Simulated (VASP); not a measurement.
# CdS (NiAs type) (P6_3/mmc) in VASP: further runs, part 2 of 2

VASP 6.6.1. Earlier steps stand in the parts before.

## Step 4: Single point, PBE

This run uses another cell than the first one, of 16.37 Å³/atom.

Contents of INCAR:

```
PREC     = Accurate       # precision mode
ENCUT    = 520            # plane-wave cutoff, eV
EDIFF    = 1E-7           # SCF threshold, eV
ISMEAR   = -1             # smearing method
SIGMA    = 0.08           # smearing width, eV
LREAL    = F              # projectors in reciprocal space
LASPH    = T              # aspherical terms in the spheres
NELM     = 80             # most SCF steps
ALGO     = Normal         # electronic algorithm
ISIF     = 2              # what is computed and relaxed
LWAVE    = F              # write WAVECAR
LCHARG   = T              # write CHGCAR
GGA      = PE             # functional
LELF     = T              # ELF
LVHAR    = T            
NBANDS   = 26             # bands
```

Contents of KPOINTS:

```
regular mesh
0
Gamma
  10 10 6
```

Contents of POSCAR:

```
CdS
1.0
    3.5155554246      0.0000000000      0.0000000000
   -1.7577777123      3.0445603062      0.0000000000
    0.0000000000      0.0000000000      6.1187108629
Cd S
2 2
Direct
    0.0000000000      0.0000000000      0.0000000000
    0.0000000000      0.0000000000      0.5000000000
    0.3333333333      0.6666666667      0.2500000000
    0.6666666667      0.3333333333      0.7500000000
```

Potentials or basis: VASP PAW PBE potentials, release 64 (Cd, S).

Command:

```console
cat potpaw_PBE.64/Cd/POTCAR potpaw_PBE.64/S/POTCAR > POTCAR
mpirun -np 1 vasp_std > vasp.out
```

OUTCAR:

```text
PREC = Accurate
   ENCUT = 520
   EDIFF = 1E-7
   ISMEAR = -1
   LREAL = F
   LASPH = T
   NELM = 80
   ISIF = 2
   GGA = PE

 ion  position               nearest neighbor table
   1  0.000  0.000  0.000-   3 2.54   4 2.54   4 2.54   3 2.54   4 2.54   3 2.54   2 3.06   2 3.06

   2  0.000  0.000  0.500-   3 2.54   4 2.54   4 2.54   3 2.54   4 2.54   3 2.54   1 3.06   1 3.06

   3  0.333  0.667  0.250-   1 2.54   2 2.54   1 2.54   2 2.54   1 2.54   2 2.54
   4  0.667  0.333  0.750-   1 2.54   2 2.54   1 2.54   2 2.54   1 2.54   2 2.54

  LATTYP: Found a hexagonal cell.
 ALAT       =     3.5155554246
 C/A-ratio  =     1.7404677566

  Lattice vectors:

 A1 = (   3.5155554246,   0.0000000000,   0.0000000000)
 A2 = (  -1.7577777123,   3.0445603062,   0.0000000000)
 A3 = (   0.0000000000,   0.0000000000,   6.1187108629)

Analysis of symmetry for initial positions (statically):
=====================================================================
 Subroutine PRICEL returns:
 Original cell was already a primitive cell.

 Routine SETGRP: Setting up the symmetry group for a
 hexagonal supercell.

 Subroutine GETGRP returns: Found 24 space group operations
 (whereof 12 operations were pure point group operations)
 out of a pool of 24 trial point group operations.

The static configuration has the point symmetry D_3d.
 The point group associated with its full space group is D_6h.

Analysis of symmetry for dynamics (positions and initial velocities):
=====================================================================
 Subroutine PRICEL returns:
 Original cell was already a primitive cell.

 Routine SETGRP: Setting up the symmetry group for a
 hexagonal supercell.

 Subroutine GETGRP returns: Found 24 space group operations
 (whereof 12 operations were pure point group operations)
 out of a pool of 24 trial point group operations.

The dynamic configuration has the point symmetry D_3d.
 The point group associated with its full space group is D_6h.

 Subroutine INISYM returns: Found 24 space group operations
 (whereof 12 operations are pure point group operations),
 and found     1 'primitive' translations

----------------------------------------------------------------------------------------

                                     Primitive cell

  volume of cell :      65.4905

  direct lattice vectors                    reciprocal lattice vectors
     3.515555425  0.000000000  0.000000000     0.284450074  0.164227327  0.000000000
    -1.757777712  3.044560306  0.000000000     0.000000000  0.328454653  0.000000000
     0.000000000  0.000000000  6.118710863     0.000000000  0.000000000  0.163433119

  length of vectors
     3.515555425  3.515555425  6.118710863     0.328454653  0.328454653  0.163433119

  position of ions in fractional coordinates (direct lattice)
     0.000000000  0.000000000  0.000000000
     0.000000000  0.000000000  0.500000000
     0.333333333  0.666666667  0.250000000
     0.666666667  0.333333333  0.750000000

  ion indices of the primitive-cell ions
   primitive index   ion index
                 1           1
                 2           2
                 3           3
                 4           4

----------------------------------------------------------------------------------------

[... 25 lines left out ...]
            Coordinates               Weight
  0.000000  0.000000  0.000000      1.000000
  0.100000  0.000000  0.000000      6.000000
  0.200000  0.000000  0.000000      6.000000
  0.300000  0.000000  0.000000      6.000000
  0.400000  0.000000  0.000000      6.000000
  0.500000  0.000000  0.000000      3.000000
[... 16 lines left out ...]
  0.300000  0.100000  0.166667     24.000000
  0.400000  0.100000  0.166667     24.000000
 [... further k-points ...]
   k-points           NKPTS =     56   k-points in BZ     NKDIM =     56   number of bands    NBANDS=     26
   number of dos      NEDOS =    301   number of ions     NIONS =      4
   total plane-waves  NPLWV =  37632
   dimension x,y,z NGX =    28 NGY =   28 NGZ =   48
   dimension x,y,z NGXF=    56 NGYF=   56 NGZF=   96
   ions per type =               2   2
   NGX,Y,Z   is equivalent  to a cutoff of  13.24, 13.24, 13.04 a.u.
   NGXF,Y,Z  is equivalent  to a cutoff of  26.48, 26.48, 26.08 a.u.
 SYSTEM =  unknown system
   PREC   = accura    normal or accurate (medium, high low for compatibility)
   ISTART =      0    job   : 0-new  1-cont  2-samecut
   ICHARG =      2    charge: 1-file 2-atom 10-const
   ISPIN  =      1    spin polarized calculation?
   LNONCOLLINEAR =      F non collinear calculations
   LSORBIT =      F    spin-orbit coupling
   LASPH  =      T    aspherical Exc in radial PAW
   ENCUT  =  520.0 eV  38.22 Ry    6.18 a.u.   6.54  6.54 11.38*2*pi/ulx,y,z
   NELM   =     80;   NELMIN=  2; NELMDL= -5     # of ELM steps
   EDIFF  = 0.1E-06   stopping-criterion for ELM
   LREAL  =      F    real-space projection
   EDIFFG = 0.1E-05   stopping-criterion for IOM
   NSW    =      0    number of steps for IOM
   IBRION =     -1    ionic relax: 0-MD 1-quasi-New 2-CG
   NFREE  =      0    steps in history (QN), initial steepest desc. (CG)
   ISIF   =      2    stress and relaxation
   ISYM   =      2    0-nonsym 1-usesym 2-fastsym
   POTIM  = 0.5000    time-step for ionic-motion
   TEBEG  =    0.0;   TEEND  =   0.0 temperature during run
   PSTRESS=    0.0 pullay stress
   NELECT =      36.0000    total number of electrons
   NUPDOWN=      -1.0000    fix difference up-down
   EMIN   =  10.00;   EMAX   =-10.00  energy-range for DOS
   EFERMI =   0.00;   METHOD = LEGACY
   ISMEAR =    -1;   SIGMA  =   0.08  broadening in eV -4-tet -1-fermi 0-gaus
   EFERMI_NEDOS =   21; number of points for ismear=-14 and -15
   IALGO  =     38    algorithm
   IMIX   =      4    mixing-type and parameters
     AMIX     =   0.40;   BMIX     =  1.00
     AMIX_MAG =   1.60;   BMIX_MAG =  1.00
  volume/ion in A,a.u.               =      16.37       110.49
  Fermi-wavevector in a.u.,A,eV,Ry     =   1.341064  2.534244 24.469435  1.798453
  Thomas-Fermi vector in A             =   2.469327
   LORBIT       =      0    0 simple, 1 ext, 2 COOP (PROOUT), +10 PAW based schemes
   GGA     = PE    functional components
   LHFCALC =     F    Hartree Fock is set to
   AEXX    =    0.0000 exact exchange contribution
   IVDW    =     0    specifies the selected vdW correction
   LEPSILON=     F    determine dielectric tensor
   LRPA    =     F    only Hartree local field effects (RPA)
 non-spin polarized calculation
  energy-cutoff  :      520.00
  volume of cell :       65.49
 maximum number of plane-waves:      1811
 NGX is ok and might be reduce to    28
   NGX = 13   NGY = 13   NGZ = 23

 number of electron      35.9999979 magnetization

 Free energy of the ion-electron system (eV)
  ---------------------------------------------------
  ext. energy  EPLUGINS =         0.00000000
  ---------------------------------------------------
  free energy    TOTEN  =       -10.01791626 eV

  energy without entropy =      -10.01767805  energy(sigma->0) =      -10.01779715

 E-fermi :   6.0510     XC(G=0): -11.5332

 val. band max:        5.6313996105   @ k =   0.0000   0.0000   0.0000
 cond. band min:       6.4092898883   @ k =   0.3000   0.3000   0.0000
 fundamental gap:      0.7778902778
 Fermi energy:         6.0509870327

 k-point     1 :       0.0000    0.0000    0.0000
  band No.  band energies     occupation
      1      -9.2543      2.00000
      2      -7.6242      2.00000
      3      -3.5222      2.00000
      4      -3.5186      2.00000
      5      -3.5157      2.00000
      6      -3.5157      2.00000
[... 685 lines left out ...]
     25      14.9341      0.00000
     26      16.3285      0.00000

 [... further k-points ...]

------------------------ aborting loop because EDIFF is reached ----------------------------------------

  FORCE on cell =-STRESS in cart. coord.  units (eV):
  Direction    XX          YY          ZZ          XY          YZ          ZX
  --------------------------------------------------------------------------------------
  -------------------------------------------------------------------------------------
  Total       13.5509649     13.5509649     13.6234339      0.0000000      0.0000000      0.0000000
  in kB      331.5143573    331.5143573    333.2872584      0.0000000      0.0000000      0.0000000
  external PRESSURE =     332.1053243 kB  Pullay stress =       0.0000000 kB

 VOLUME and BASIS-vectors are now :
 -----------------------------------------------------------------------------
  energy-cutoff  :      520.00
  volume of cell :       65.49
      direct lattice vectors                 reciprocal lattice vectors
     3.515555425  0.000000000  0.000000000     0.284450074  0.164227327  0.000000000
    -1.757777712  3.044560306  0.000000000     0.000000000  0.328454653  0.000000000
     0.000000000  0.000000000  6.118710863     0.000000000  0.000000000  0.163433119

 POSITION                                       TOTAL-FORCE (eV/Angst)
 -----------------------------------------------------------------------------------
      0.00000      0.00000      0.00000        -0.000000      0.000000      0.000000
      0.00000      0.00000      3.05936        -0.000000      0.000000      0.000000
     -0.00000      2.02971      1.52968         0.000000      0.000000      0.000000
      1.75778      1.01485      4.58903        -0.000000     -0.000000     -0.000000
 -----------------------------------------------------------------------------------
    total drift:                               -0.000000     -0.000000      0.000000

  FREE ENERGIE OF THE ION-ELECTRON SYSTEM (eV)
  ---------------------------------------------------
  free  energy   TOTEN  =       -10.0179162560 eV

  energy  without entropy=      -10.0176780516  energy(sigma->0) =      -10.01779715
```

It took 2.1 min on 1 thread of Intel Xeon 8259CL, shared host; peak memory 0.23 GiB.

Results:

| Quantity | Value |
| --- | --- |
| Free energy | -10.0179 eV |
| Pressure | 33.2 GPa |
| Band gap on the k mesh | 0.78 eV (least direct gap 1.69 eV) |

Stress tensor (GPa, compression positive):
```
33.15  0.00  0.00
 0.00 33.15  0.00
 0.00  0.00 33.33
```

Caveat: the cell stands under pressure. A k mesh can miss the band edges.
